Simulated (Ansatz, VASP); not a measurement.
## BN in VASP and in Ansatz

The input INCAR:

```
PREC = Accurate ; ENCUT = 600
EDIFF = 1E-6 ; ISMEAR = 1
SIGMA = 0.05 ; LREAL = F
LASPH = T ; NELM = 80
ALGO = Normal ; ISIF = 3
LWAVE = F ; LCHARG = F
GGA = PE ; IBRION = 2
NSW = 60 ; EDIFFG = -0.005
```

The input KPOINTS:

```
regular mesh
0
Gamma
  12 12 4
```

The input POSCAR:

```
BN
1.0
    2.4982400000      0.0000000000      0.0000000000
   -1.2491200000      2.1635390000      0.0000000000
    0.0000000000      0.0000000000      6.6357000000
B N
2 2
Direct
    0.3333333333      0.6666666667      0.2500000000
    0.6666666667      0.3333333333      0.7500000000
    0.3333333333      0.6666666667      0.7500000000
    0.6666666667      0.3333333333      0.2500000000
```

Input for Ansatz:

```yaml
crystal:
  lattice:
    - [2.49824, 0.0, 0.0]
    - [-1.24912, 2.163539, 0.0]
    - [0.0, 0.0, 6.6357]
  atoms:
    - { symbol: B, position: [0.3333333333333333, 0.6666666666666666, 0.25] }
    - { symbol: B, position: [0.6666666666666666, 0.3333333333333333, 0.75] }
    - { symbol: "N", position: [0.3333333333333333, 0.6666666666666666, 0.75] }
    - { symbol: "N", position: [0.6666666666666666, 0.3333333333333333, 0.25] }
basis:
  ecutwfc: 500.0
kpoints:
  mp_grid:
    grid: [12, 12, 4]
hamiltonian:
  xc: pbe
  dispersion: none
scf:
  occupations:
    method: cold
    width: 0.05
relax:
  f_tol: 0.005
  max_steps: 40
  cell: {}
```

Alike in both runs: task relaxation of cell and atoms; functional PBE; k mesh 12 × 12 × 4; no spin polarisation.

```csv
,VASP,Ansatz
version,VASP 6.6.1,Ansatz 0.2.0
potentials or method,"VASP PAW PBE potentials, release 64 (B, N), cutoff 600 eV","plane waves, PAW"
occupations,"methfessel-paxton of order 1, width 0.05 eV","cold, width 0.05 eV"
valence electrons in the cell,16,16
```

Ansatz gave:

```
relaxed volume (Å³/atom)                                     : 11.47
relaxed cell length with the largest relative difference (Å) : 8.395
```

Problem. Which values does VASP return?

Solution. Relaxed volume (Å³/atom): 10.44; relaxed cell length with the largest relative difference (Å): 7.638.

Noted on VASP's run: the volume moved by over 15 % at a fixed basis, so the end points are rough.
